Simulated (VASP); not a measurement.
A run of VASP 6.6.1 is set up as follows.

File INCAR:

```
ALGO = Normal ; EDIFF = 1E-7
ENCUT = 520 ; GGA = PS
ISIF = 2 ; ISMEAR = 0
LASPH = T ; LCHARG = F
LREAL = F ; LWAVE = F
NBANDS = 15 ; NELM = 100
PREC = Accurate ; SIGMA = 0.15
```

The input KPOINTS:

```
k-points
0
Gamma
  18 18 18
```

The input POSCAR:

```
ZrC
1.0
    0.0000000000      2.3502100000      2.3502100000
    2.3502100000      0.0000000000      2.3502100000
    2.3502100000      2.3502100000      0.0000000000
Zr C
1 1
Direct
    0.4210217257      0.5789782743      0.5000000000
    0.0000000000      0.0000000000      0.0000000000
```

Potentials or basis: VASP PAW PBE potentials, release 64 (Zr_sv, C).

Launch:

```console
$ cat potpaw_PBE.64/Zr_sv/POTCAR potpaw_PBE.64/C/POTCAR > POTCAR
$ mpirun -np 1 vasp_std > vasp.out
```

Question: Predict the band gap on the k mesh.

Answer: 0.11 eV, indirect (least direct gap 0.30 eV).

Question: Estimate the largest force.

Answer: 1.818 eV/Å.

Forces on the atoms (eV/Å):
```
Zr  -1.285  1.285  0.000
C    1.285 -1.285  0.000
```

Caveat: the cell differs from its parent crystal (all Zr atoms moved +0.263 Å, as atom 1 along Cartesian [1 -1 0]); the PAW data sets were made with another functional, which shifts forces and pressure a little. A k mesh can miss the band edges.
